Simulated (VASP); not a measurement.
# InSb (P4/mmm) in VASP: further runs

InSb is run at these levels: PBE; tasks: single point.

Program: VASP 6.6.1. These are calculated values, not measurements. Logs are shortened: lines on timing, memory, paths and dates and some standing lists are left out, and cuts for length are marked.

### 1 The cell of the first run

The structure is tetragonal, space group P4/mmm (No. 123). Conventional cell: a = 3.169 Å, b = 3.169 Å, c = 6.029 Å, α = 90.00°, β = 90.00°, γ = 90.00°. In (site symmetry 4/mmm) has 2 Sb at 3.01 Å and 4 In at 3.17 Å within 4.0 Å. Sb (site symmetry 4/mmm) has 2 In at 3.01 Å and 4 Sb at 3.17 Å within 4.0 Å.

### 2 Single point, PBE (strain +0.030 along x and y, -0.030 along z)

INCAR

```
SYSTEM = InSb
ALGO     = Normal         ! electronic algorithm
EDIFF    = 1E-7           ! SCF threshold, eV
ENCUT    = 520            ! plane-wave cutoff, eV
GGA      = PE             ! functional
ISIF     = 2              ! what is computed and relaxed
ISMEAR   = 0              ! smearing method
LASPH    = .True.         ! aspherical terms in the spheres
LCHARG   = .False.        ! write CHGCAR
LREAL    = .False.        ! projectors in reciprocal space
LWAVE    = .False.        ! write WAVECAR
NBANDS   = 16             ! bands
NELM     = 80             ! most SCF steps
PREC     = Accurate       ! precision mode
SIGMA    = 0.15           ! smearing width, eV
```

KPOINTS

```
k-points
0
Gamma
  16 16 8
  0 0 0
```

POSCAR

```
InSb
1.0
    3.1689556800      0.0000000000      0.0000000000
    0.0000000000      3.1689556800      0.0000000000
    0.0000000000      0.0000000000      6.0290059000
In Sb
1 1
Direct
    0.0000000000      0.0000000000      0.0000000000
    0.0000000000      0.0000000000      0.5000000000
```

Potentials or basis: VASP PAW PBE potentials, release 64 (In_d, Sb).

Run with:

```bash
$ cat potpaw_PBE.64/In_d/POTCAR potpaw_PBE.64/Sb/POTCAR > POTCAR
$ mpirun -np 1 vasp_std > vasp.out
```

OUTCAR:

```text
SYSTEM = InSb
   EDIFF = 1E-7
   ENCUT = 520
   GGA = PE
   ISIF = 2
   ISMEAR = 0
   LASPH = .True.
   LREAL = .False.
   NELM = 80
   PREC = Accurate

 ion  position               nearest neighbor table
   1  0.000  0.000  0.000-   2 3.01   2 3.01
   2  0.000  0.000  0.500-   1 3.01   1 3.01

  LATTYP: Found a simple tetragonal cell.
 ALAT       =     3.1689556800
 C/A-ratio  =     1.9025213694

  Lattice vectors:

 A1 = (   3.1689556800,   0.0000000000,   0.0000000000)
 A2 = (   0.0000000000,   3.1689556800,   0.0000000000)
 A3 = (   0.0000000000,   0.0000000000,   6.0290059000)

Analysis of symmetry for initial positions (statically):
=====================================================================
 Subroutine PRICEL returns:
 Original cell was already a primitive cell.

 Routine SETGRP: Setting up the symmetry group for a
 simple tetragonal supercell.

 Subroutine GETGRP returns: Found 16 space group operations
 (whereof 16 operations were pure point group operations)
 out of a pool of 16 trial point group operations.

The static configuration has the point symmetry D_4h.

Analysis of symmetry for dynamics (positions and initial velocities):
=====================================================================
 Subroutine PRICEL returns:
 Original cell was already a primitive cell.

 Routine SETGRP: Setting up the symmetry group for a
 simple tetragonal supercell.

 Subroutine GETGRP returns: Found 16 space group operations
 (whereof 16 operations were pure point group operations)
 out of a pool of 16 trial point group operations.

The dynamic configuration has the point symmetry D_4h.

 Subroutine INISYM returns: Found 16 space group operations
 (whereof 16 operations are pure point group operations),
 and found     1 'primitive' translations

----------------------------------------------------------------------------------------

                                     Primitive cell

  volume of cell :      60.5450

  direct lattice vectors                    reciprocal lattice vectors
     3.168955680  0.000000000  0.000000000     0.315561371  0.000000000  0.000000000
     0.000000000  3.168955680  0.000000000     0.000000000  0.315561371  0.000000000
     0.000000000  0.000000000  6.029005900     0.000000000  0.000000000  0.165864824

  length of vectors
     3.168955680  3.168955680  6.029005900     0.315561371  0.315561371  0.165864824

  position of ions in fractional coordinates (direct lattice)
     0.000000000  0.000000000  0.000000000
     0.000000000  0.000000000  0.500000000

  ion indices of the primitive-cell ions
   primitive index   ion index
                 1           1
                 2           2

----------------------------------------------------------------------------------------

 KPOINTS: k-points

Automatic generation of k-mesh.
 Grid dimensions read from file:
 generate k-points for:   16   16    8

 Generating k-lattice:

  Cartesian coordinates                     Fractional coordinates (reciprocal lattice)
     0.019722586  0.000000000  0.000000000     0.062500000  0.000000000  0.000000000
     0.000000000  0.019722586  0.000000000     0.000000000  0.062500000  0.000000000
     0.000000000  0.000000000  0.020733103     0.000000000  0.000000000  0.125000000

  Length of vectors
     0.019722586  0.019722586  0.020733103

  Shift w.r.t. Gamma in fractional coordinates (k-lattice)
     0.000000000  0.000000000  0.000000000

 Subroutine IBZKPT returns following result:
 ===========================================

 Found    225 irreducible k-points:

 Following reciprocal coordinates:
            Coordinates               Weight
  0.000000  0.000000  0.000000      1.000000
  0.062500  0.000000  0.000000      4.000000
  0.125000  0.000000  0.000000      4.000000
  0.187500  0.000000  0.000000      4.000000
  0.250000  0.000000  0.000000      4.000000
  0.312500  0.000000  0.000000      4.000000
[... 16 lines left out ...]
  0.437500  0.125000  0.000000      8.000000
  0.500000  0.125000  0.000000      4.000000
 [... further k-points ...]
   k-points           NKPTS =    225   k-points in BZ     NKDIM =    225   number of bands    NBANDS=     16
   number of dos      NEDOS =    301   number of ions     NIONS =      2
   total plane-waves  NPLWV =  27648
   dimension x,y,z NGX =    24 NGY =   24 NGZ =   48
   dimension x,y,z NGXF=    48 NGYF=   48 NGZF=   96
   ions per type =               1   1
   NGX,Y,Z   is equivalent  to a cutoff of  12.59, 12.59, 13.24 a.u.
   NGXF,Y,Z  is equivalent  to a cutoff of  25.18, 25.18, 26.47 a.u.
 SYSTEM =  InSb
   PREC   = accura    normal or accurate (medium, high low for compatibility)
   ISTART =      0    job   : 0-new  1-cont  2-samecut
   ICHARG =      2    charge: 1-file 2-atom 10-const
   ISPIN  =      1    spin polarized calculation?
   LNONCOLLINEAR =      F non collinear calculations
   LSORBIT =      F    spin-orbit coupling
   LASPH  =      T    aspherical Exc in radial PAW
   ENCUT  =  520.0 eV  38.22 Ry    6.18 a.u.   5.89  5.89 11.21*2*pi/ulx,y,z
   NELM   =     80;   NELMIN=  2; NELMDL= -5     # of ELM steps
   EDIFF  = 0.1E-06   stopping-criterion for ELM
   LREAL  =      F    real-space projection
   EDIFFG = 0.1E-05   stopping-criterion for IOM
   NSW    =      0    number of steps for IOM
   IBRION =     -1    ionic relax: 0-MD 1-quasi-New 2-CG
   NFREE  =      0    steps in history (QN), initial steepest desc. (CG)
   ISIF   =      2    stress and relaxation
   ISYM   =      2    0-nonsym 1-usesym 2-fastsym
   POTIM  = 0.5000    time-step for ionic-motion
   TEBEG  =    0.0;   TEEND  =   0.0 temperature during run
   PSTRESS=    0.0 pullay stress
   NELECT =      18.0000    total number of electrons
   NUPDOWN=      -1.0000    fix difference up-down
   EMIN   =  10.00;   EMAX   =-10.00  energy-range for DOS
   EFERMI =   0.00;   METHOD = LEGACY
   ISMEAR =     0;   SIGMA  =   0.15  broadening in eV -4-tet -1-fermi 0-gaus
   EFERMI_NEDOS =   21; number of points for ismear=-14 and -15
   IALGO  =     38    algorithm
   IMIX   =      4    mixing-type and parameters
     AMIX     =   0.40;   BMIX     =  1.00
     AMIX_MAG =   1.60;   BMIX_MAG =  1.00
  volume/ion in A,a.u.               =      30.27       204.29
  Fermi-wavevector in a.u.,A,eV,Ry     =   1.092630  2.064771 16.243174  1.193840
  Thomas-Fermi vector in A             =   2.228899
   LORBIT       =      0    0 simple, 1 ext, 2 COOP (PROOUT), +10 PAW based schemes
   GGA     = PE    functional components
   LHFCALC =     F    Hartree Fock is set to
   AEXX    =    0.0000 exact exchange contribution
   IVDW    =     0    specifies the selected vdW correction
   LEPSILON=     F    determine dielectric tensor
   LRPA    =     F    only Hartree local field effects (RPA)
 non-spin polarized calculation
 Gauss-broadening in eV      SIGMA  =   0.15
  energy-cutoff  :      520.00
  volume of cell :       60.54
 maximum number of plane-waves:      1668
 NGX is ok and might be reduce to    24
   NGX = 11   NGY = 11   NGZ = 23

 number of electron      18.0000011 magnetization

 Free energy of the ion-electron system (eV)
  ---------------------------------------------------
  ext. energy  EPLUGINS =         0.00000000
  ---------------------------------------------------
  free energy    TOTEN  =        -6.55192771 eV

  energy without entropy =       -6.53923517  energy(sigma->0) =       -6.54558144

 E-fermi :   6.3938     XC(G=0):  -9.5263

 val. band max:        6.3875858004   @ k =   0.3750   0.0625   0.2500
 cond. band min:       6.3996679363   @ k =   0.3750   0.2500   0.3750
 fundamental gap:      0.0120821359
 Fermi energy:         6.3937762159

 k-point     1 :       0.0000    0.0000    0.0000
  band No.  band energies     occupation
      1      -8.4679      2.00000
      2      -8.3176      2.00000
      3      -8.0058      2.00000
      4      -8.0058      2.00000
      5      -7.9418      2.00000
      6      -4.9260      2.00000
[... 8 lines left out ...]
     15      14.7279      0.00000
     16      16.3915      0.00000

 k-point     2 :       0.0625    0.0000    0.0000
  band No.  band energies     occupation
      1      -8.4568      2.00000
      2      -8.3113      2.00000
      3      -8.0131      2.00000
      4      -8.0052      2.00000
      5      -7.9473      2.00000
      6      -4.8719      2.00000
[... 8 lines left out ...]
     15      14.9789      0.00000
     16      16.4795      0.00000

 k-point     3 :       0.1250    0.0000    0.0000
  band No.  band energies     occupation
      1      -8.4288      2.00000
      2      -8.2899      2.00000
      3      -8.0338      2.00000
      4      -8.0035      2.00000
      5      -7.9629      2.00000
      6      -4.7104      2.00000
[... 8 lines left out ...]
     15      15.1023      0.00000
     16      16.0500      0.00000

 k-point     4 :       0.1875    0.0000    0.0000
  band No.  band energies     occupation
      1      -8.3973      2.00000
      2      -8.2475      2.00000
      3      -8.0644      2.00000
      4      -8.0010      2.00000
      5      -7.9860      2.00000
      6      -4.4453      2.00000
[... 8 lines left out ...]
     15      15.3328      0.00000
     16      16.5245      0.00000

 k-point     5 :       0.2500    0.0000    0.0000
  band No.  band energies     occupation
      1      -8.3731      2.00000
      2      -8.1848      2.00000
      3      -8.1001      2.00000
      4      -8.0132      2.00000
      5      -7.9980      2.00000
      6      -4.0854      2.00000
[... 8 lines left out ...]
     15      15.7697      0.00000
     16      16.8556      0.00000

 k-point     6 :       0.3125    0.0000    0.0000
  band No.  band energies     occupation
      1      -8.3566      2.00000
      2      -8.1353      2.00000
      3      -8.1146      2.00000
      4      -8.0402      2.00000
      5      -7.9950      2.00000
      6      -3.6503      2.00000
[... 8 lines left out ...]
     15      16.2803      0.00000
     16      17.2260      0.00000

 k-point     7 :       0.3750    0.0000    0.0000
  band No.  band energies     occupation
      1      -8.3456      2.00000
      2      -8.1647      2.00000
      3      -8.0629      2.00000
      4      -8.0522      2.00000
      5      -7.9924      2.00000
      6      -3.1835      2.00000
[... 8 lines left out ...]
     15      16.8068      0.00000
     16      17.6129      0.00000

 k-point     8 :       0.4375    0.0000    0.0000
  band No.  band energies     occupation
      1      -8.3391      2.00000
      2      -8.1843      2.00000
      3      -8.0780      2.00000
      4      -8.0098      2.00000
      5      -7.9907      2.00000
      6      -2.7814      2.00000
[... 8 lines left out ...]
     15      17.2456      0.00000
     16      17.7337      0.00000

 k-point     9 :       0.5000    0.0000    0.0000
  band No.  band energies     occupation
      1      -8.3370      2.00000
      2      -8.1911      2.00000
      3      -8.0833      2.00000
      4      -7.9948      2.00000
      5      -7.9901      2.00000
      6      -2.6107      2.00000
[... 8 lines left out ...]
     15      17.4330      0.00000
     16      17.5157      0.00000
[... 172 lines left out ...]
 k-point    19 :       0.1875    0.1250    0.0000
  band No.  band energies     occupation
      1      -8.3371      2.00000
      2      -8.2396      2.00000
      3      -8.0618      2.00000
      4      -8.0280      2.00000
      5      -8.0104      2.00000
      6      -4.2303      2.00000
[... 8 lines left out ...]
     15      15.6258      0.00000
     16      16.4775      0.00000

 k-point    20 :       0.2500    0.1250    0.0000
  band No.  band energies     occupation
      1      -8.3098      2.00000
      2      -8.1791      2.00000
      3      -8.0969      2.00000
      4      -8.0396      2.00000
      5      -8.0247      2.00000
      6      -3.8707      2.00000
[... 8 lines left out ...]
     15      15.9445      0.00000
     16      16.7574      0.00000

 k-point    21 :       0.3125    0.1250    0.0000
  band No.  band energies     occupation
      1      -8.2944      2.00000
      2      -8.1317      2.00000
      3      -8.1072      2.00000
      4      -8.0682      2.00000
      5      -8.0214      2.00000
      6      -3.4358      2.00000
[... 8 lines left out ...]
     15      16.3158      0.00000
     16      16.3510      0.00000

 k-point    22 :       0.3750    0.1250    0.0000
  band No.  band energies     occupation
      1      -8.2846      2.00000
      2      -8.1609      2.00000
      3      -8.0934      2.00000
      4      -8.0418      2.00000
      5      -8.0186      2.00000
      6      -2.9691      2.00000
[... 8 lines left out ...]
     15      15.5904      0.00000
     16      16.8031      0.00000

 k-point    23 :       0.4375    0.1250    0.0000
  band No.  band energies     occupation
      1      -8.2789      2.00000
      2      -8.1802      2.00000
      3      -8.1095      2.00000
      4      -8.0167      2.00000
      5      -7.9981      2.00000
      6      -2.5666      2.00000
[... 8 lines left out ...]
     15      15.2319      0.00000
     16      17.2178      0.00000

 k-point    24 :       0.5000    0.1250    0.0000
  band No.  band energies     occupation
      1      -8.2769      2.00000
      2      -8.1869      2.00000
      3      -8.1152      2.00000
      4      -8.0160      2.00000
      5      -7.9826      2.00000
      6      -2.3957      2.00000
[... 8 lines left out ...]
     15      15.3572      0.00000
     16      17.4082      0.00000

 [... further k-points ...]
[... 5 lines left out ...]
  --------------------------------------------------------------------------------------
  -------------------------------------------------------------------------------------
  Total       -0.8922906     -0.8922906      1.1973080      0.0000000      0.0000000     -0.0000000
  in kB      -23.6123313    -23.6123313     31.6838845      0.0000000      0.0000000     -0.0000000
  external PRESSURE =      -5.1802594 kB  Pullay stress =       0.0000000 kB

 VOLUME and BASIS-vectors are now :
 -----------------------------------------------------------------------------
  energy-cutoff  :      520.00
  volume of cell :       60.54
      direct lattice vectors                 reciprocal lattice vectors
     3.168955680  0.000000000  0.000000000     0.315561371  0.000000000  0.000000000
     0.000000000  3.168955680  0.000000000     0.000000000  0.315561371  0.000000000
     0.000000000  0.000000000  6.029005900     0.000000000  0.000000000  0.165864824

 POSITION                                       TOTAL-FORCE (eV/Angst)
 -----------------------------------------------------------------------------------
      0.00000      0.00000      0.00000         0.000000      0.000000      0.000000
      0.00000      0.00000      3.01450         0.000000      0.000000      0.000000
 -----------------------------------------------------------------------------------
    total drift:                                0.000000     -0.000000     -0.000000

  FREE ENERGIE OF THE ION-ELECTRON SYSTEM (eV)
  ---------------------------------------------------
  free  energy   TOTEN  =        -6.5519277061 eV

  energy  without entropy=       -6.5392351690  energy(sigma->0) =       -6.54558144
```

Run time: 3.4 min. Hardware: 1 thread of Intel Xeon 8259CL, shared host; peak memory 0.35 GiB.

What came out:

```yaml
Free_energy: -6.5519 eV
Pressure: -0.5 GPa
Band_gap_on_the_k_mesh: zero (bands 9 and 10 overlap by 5.02 eV)
```

Caveat: the cell differs from its parent crystal (strain +0.030 along x and y, -0.030 along z); spin-orbit coupling is left out, which moves the levels of the heavy elements.

### 3 Single point, PBE (strain +0.030 along x and y, +0.000 along z)

INCAR

```
ALGO     = Normal         # electronic algorithm
EDIFF    = 1E-6           # SCF threshold, eV
ENCUT    = 520            # plane-wave cutoff, eV
GGA      = PE             # functional
ISIF     = 2              # what is computed and relaxed
ISMEAR   = 0              # smearing method
LASPH    = T              # aspherical terms in the spheres
LCHARG   = T              # write CHGCAR
LELF     = T              # ELF
LREAL    = F              # projectors in reciprocal space
LVHAR    = T            
LWAVE    = F              # write WAVECAR
NBANDS   = 16             # bands
NELM     = 80             # most SCF steps
PREC     = Accurate       # precision mode
SIGMA    = 0.15           # smearing width, eV
```

KPOINTS

```
k-points
0
Gamma
  16 16 8
```

Edit POSCAR of step 2 so:

```diff
@@ -4,3 +4,3 @@
     0.0000000000      3.1689556800      0.0000000000
-    0.0000000000      0.0000000000      6.0290059000
+    0.0000000000      0.0000000000      6.2154700000
 In Sb
```

Potentials or basis: VASP PAW PBE potentials, release 64 (In_d, Sb).

Run with:

```bash
$ cat potpaw_PBE.64/In_d/POTCAR potpaw_PBE.64/Sb/POTCAR > POTCAR
$ mpirun -np 1 vasp_std > vasp.out
```

Run time: 3.1 min. Hardware: 1 thread of Intel Xeon 8259CL, shared host; peak memory 0.36 GiB.

It converged, with:

```yaml
Free_energy: -6.5690 eV
Pressure: -1.8 GPa
Band_gap_on_the_k_mesh: zero (bands 9 and 10 overlap by 5.20 eV)
```

Stress tensor (GPa, compression positive):
```
-2.67  0.00  0.00
 0.00 -2.67  0.00
 0.00  0.00 -0.16
```

Levels at points of the mesh, in eV from the Fermi level:
```tsv
k point	band 6	band 7	band 8	band 9	band 10	band 11	band 12	band 13
(0.00, 0.00, 0.00)	-11.16	-6.49	-4.27	3.73	3.73	5.44	7.47	8.11
(0.50, 0.00, 0.00)	-8.85	-4.63	-3.37	-2.21	-1.31	3.10	5.58	7.78
(0.50, 0.50, 0.00)	-6.43	-2.70	-2.70	-0.27	0.10	1.02	1.02	2.85
(0.00, 0.00, 0.50)	-11.03	-7.75	-0.63	0.50	3.91	3.91	7.50	7.50
(0.50, 0.00, 0.50)	-8.79	-4.84	-4.34	-2.16	1.66	3.06	5.73	5.96
(0.50, 0.50, 0.50)	-6.42	-2.48	-2.48	-1.95	0.29	0.29	3.22	4.26
```

Caveat: the cell differs from its parent crystal (strain +0.030 along x and y, +0.000 along z); spin-orbit coupling is left out, which moves the levels of the heavy elements.

(Part 1 of 2 ends here.)
